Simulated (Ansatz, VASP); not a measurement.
**SrTe: VASP beside Ansatz**

```
CELL_PARAMETERS angstrom
0.00000 3.21951 3.21951
3.21951 0.00000 3.21951
3.21951 3.21951 0.00000
ATOMIC_POSITIONS crystal
Sr 0.00000 0.00000 0.00000
Te 0.50000 0.50000 0.50000
```

Alike in both runs: task relaxation of cell and atoms; functional PBE; k mesh 11 × 11 × 11; occupations fermi-dirac, width 0.03 eV; no spin polarisation.

```csv
,VASP,Ansatz
version,VASP 6.6.1,Ansatz 0.2.0
potentials or method,"VASP PAW PBE potentials, release 64 (Sr_sv, Te)","PAW with Ansatz's default frozen-core files, scalar-relativistic"
plane-wave cutoff (eV),500,420
valence electrons in the cell,16,26
```

|  | VASP | Ansatz | Ansatz less VASP |
| --- | --- | --- | --- |
| relaxed volume (Å³/atom) | 37.99 | 37.91 | -0.081 |
| relaxed cell length with the largest relative difference (Å) | 4.754 | 4.751 | -0.0034 |

VASP's potentials hold 16 valence electrons a cell and Ansatz's 26, so a difference there can come from the potentials and not from the codes.

Neither program's run includes spin-orbit coupling.
